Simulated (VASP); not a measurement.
Input of a VASP 6.6.1 run:

Contents of INCAR:

```
SYSTEM = C
PREC = Accurate ; ENCUT = 600
EDIFF = 1E-6 ; ISMEAR = 0
SIGMA = 0.1 ; LREAL = .False.
LASPH = .True. ; NELM = 100
ALGO = Normal ; ISIF = 3
LWAVE = .False. ; LCHARG = .False.
GGA = PE ; IBRION = 2
NSW = 100 ; EDIFFG = -0.01
```

File KPOINTS:

```
regular mesh
0
Gamma
  20 20 42
  0 0 0
```

File POSCAR:

```
C
1.0
    1.6943045302     -2.8661756798      0.0000000000
    1.6943045302      2.8661756798      0.0000000000
   -0.2136343167      0.0000000000      1.2685204008
C
1
Direct
    0.5000000000      0.5000000000      0.5000000000
```

Potentials or basis: VASP PAW PBE potentials, release 64 (C).

The run is started by

```sh
$ cat potpaw_PBE.64/C/POTCAR > POTCAR
$ mpirun -np 1 vasp_std > vasp.out
```

Predict the relaxed volume.

17.41 Å³/atom.

Estimate the space group after relaxing (to 0.05 Å).

C2/m (No. 12).

Stress tensor (GPa, compression positive):
```
 0.08  0.00  0.02
 0.00  0.05  0.00
 0.02  0.00 -0.05
```

Caveat: the volume moved by over 15 % at a fixed basis, so the end points are rough.
